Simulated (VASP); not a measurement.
Ca3Mg:

```
CELL_PARAMETERS angstrom
5.33000 0.00000 0.00000
0.00000 5.33000 0.00000
0.00000 0.00000 5.33000
ATOMIC_POSITIONS crystal
Mg 0.00000 0.00000 0.00000
Ca 0.00000 0.50000 0.50000
Ca 0.50000 0.00000 0.50000
Ca 0.50000 0.50000 0.00000
```

```yaml
Program: VASP 6.6.1
Task: relaxation of cell and atoms
Functional: PBEsol
Potentials_or_basis: VASP PAW PBE potentials, release 64 (Mg, Ca_sv)
Cutoff: 600 eV
k_mesh: 5 × 5 × 5
Occupations: fermi-dirac, width 0.05 eV
Spin: no spin polarisation
```

At the start: pressure -1.3 GPa; volume 37.85 Å³/atom.

Question: How do energy, volume and symmetry change on relaxing?

Answer: Over 3 steps the energy falls by 11.2 meV/atom and the volume is 35.31 Å³/atom (-6.7 %); space group Pm-3m (No. 221, to 0.05 Å).

Step by step:
```
step  energy change (eV)  largest force (eV/Å)  pressure (GPa)  volume (Å³)
   1              0.0000                0.0000           -1.31       151.42
   2             -0.0388                0.0000           -0.52       144.73
   3             -0.0449                0.0000           -0.04       141.25
```

Final structure:
```xyz
4
Lattice="5.2079 0.0000 0.0000 0.0000 5.2079 0.0000 0.0000 0.0000 5.2079" Properties=species:S:1:pos:R:3 pbc="T T T"
Mg    0.0000    0.0000    0.0000
Ca    0.0000    2.6039    2.6039
Ca    2.6039    0.0000    2.6039
Ca    2.6039    2.6039    0.0000
```

Caveat: the PAW data sets were made with another functional, which shifts forces and pressure a little.
